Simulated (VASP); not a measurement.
Here is a VASP 6.6.1 calculation.

File INCAR:

```
SYSTEM = SnSe2
ALGO = Normal ; EDIFF = 1E-7
EDIFFG = -0.05 ; ENCUT = 600
GGA = PE ; IBRION = 2
ISIF = 3 ; ISMEAR = 0
IVDW = 13 ; LASPH = .True.
LCHARG = .False. ; LREAL = .False.
LWAVE = .False. ; NELM = 60
NSW = 100 ; PREC = Accurate
SIGMA = 0.1
```

Contents of KPOINTS:

```
k-points
0
Gamma
  6 6 4
  0 0 0
```

File POSCAR:

```
SnSe2
1.0
    3.8110000000      0.0000000000      0.0000000000
   -1.9055000000      3.3004228138      0.0000000000
    0.0000000000      0.0000000000      6.1360000000
Sn Se
1 2
Direct
    0.0000000000      0.0000000000      0.0000000000
    0.3333333333      0.6666666667      0.2490000000
    0.6666666667      0.3333333333      0.7510000000
```

Potentials or basis: VASP PAW PBE potentials, release 64 (Sn_d, Se).

Launch:

```console
$ cat potpaw_PBE.64/Sn_d/POTCAR potpaw_PBE.64/Se/POTCAR > POTCAR
$ mpirun -np 1 vasp_std > vasp.out
```

(1) Estimate the dispersion energy per atom.

(2) Estimate the relaxed cell.

Results:

(1) -0.400 eV.

(2) a = 3.837 Å, b = 3.837 Å, c = 6.013 Å, α = 90.00°, β = 90.00°, γ = 120.00°.
